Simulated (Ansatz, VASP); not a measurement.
Two plane-wave programs on Sn

```
CELL_PARAMETERS angstrom
-4.10706 4.10706 4.10706
4.10706 -4.10706 4.10706
4.10706 4.10706 -4.10706
ATOMIC_POSITIONS crystal
Sn 0.75000 0.25000 0.50000
Sn 0.25000 0.75000 0.50000
Sn 0.50000 0.25000 0.75000
Sn 0.75000 0.50000 0.25000
Sn 0.50000 0.75000 0.25000
Sn 0.25000 0.50000 0.75000
```

Alike in both runs: functional PBE; k mesh 4 × 4 × 4; occupations gaussian, width 0.1 eV; no spin polarisation.

Ansatz relaxed the structure, and its values are those at the end. VASP's run is a single point on that final structure, the one shown.

```csv
,VASP,Ansatz
version,VASP 6.6.1,Ansatz 0.2.0
potentials or method,"VASP PAW PBE potentials, release 64 (Sn_d), cutoff 520 eV","scalar-relativistic, plane waves, PAW"
valence electrons in the cell,84,84
```

|  | VASP | Ansatz | Ansatz less VASP |
| --- | --- | --- | --- |
| gap on the k mesh at the Fermi level (eV) | none | none | - |
| pressure (GPa) | -0.1 | -0.1 | +0.03 |

A gap of «none» marks a metal or a gap that the smearing closes. The functional is the same, so the differences come from potentials, cutoffs and numerics.
